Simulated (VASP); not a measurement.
The system is Li2Si3.

```
Li Si
1.0
     4.08932    0.02096    0.10733
    -2.02651    3.52067   -0.00655
     0.13277    0.06729    4.89320
Li Si
2 3
Direct
  0.32765 0.68297 0.14070
  0.65793 0.32904 0.86241
  0.99427 0.99700 0.99688
  0.35054 0.67509 0.63613
  0.66961 0.31590 0.36389
```

| Property | Result |
| --- | --- |
| Program | VASP 6.6.1 |
| Task | relaxation of cell and atoms |
| Functional | PBE |
| Potentials or basis | VASP PAW PBE potentials, release 64 (Li_sv, Si) |
| Cutoff | 600 eV |
| k mesh | 6 × 6 × 6 |
| Occupations | gaussian, width 0.1 eV |
| Spin | no spin polarisation |

At the start: pressure 1.8 GPa; volume 14.12 Å³/atom.

Q: Where does the relaxation end?

A: Over 13 steps the energy falls by 17.3 meV/atom and the volume is 14.43 Å³/atom (+2.2 %); space group P1 (No. 1, to 0.1 Å) before, C2/m (No. 12, to 0.1 Å).

The path:
```
step  energy change (eV)  largest force (eV/Å)  pressure (GPa)  volume (Å³)
   1              0.0000                0.4576            1.78        70.59
   2             -0.0569                0.3110            0.17        72.20
   3             -0.0666                0.2187           -0.76        73.28
   4             -0.0763                0.1419           -0.38        72.75
   5             -0.0792                0.1214            0.04        72.24
   6             -0.0815                0.0945            0.06        72.17
   7             -0.0837                0.0577            0.14        72.04
   8             -0.0855                0.0427           -0.01        72.19
   9             -0.0858                0.0435           -0.08        72.26
  10             -0.0862                0.0181           -0.01        72.19
  11             -0.0863                0.0243            0.05        72.11
  12             -0.0863                0.0209            0.03        72.14
  13             -0.0864                0.0125           -0.01        72.17
```

Final structure:
```xyz
5
Lattice="4.0876 0.0381 0.0466 -2.0105 3.4949 -0.0043 0.0559 0.0271 5.0261" Properties=species:S:1:pos:R:3 pbc="T T T"
Li    0.0419    2.3513    0.7390
Li    2.0911    1.2109    4.3324
Si    0.0557    0.0290    5.0197
Si    0.0365    2.3516    3.2020
Si    2.0969    1.2046    1.8697
```

Caveat: the cutoff is under 1.25 times the usual one of these potentials, so pressure, stress and relaxed cells hold a basis-set (Pulay) error.
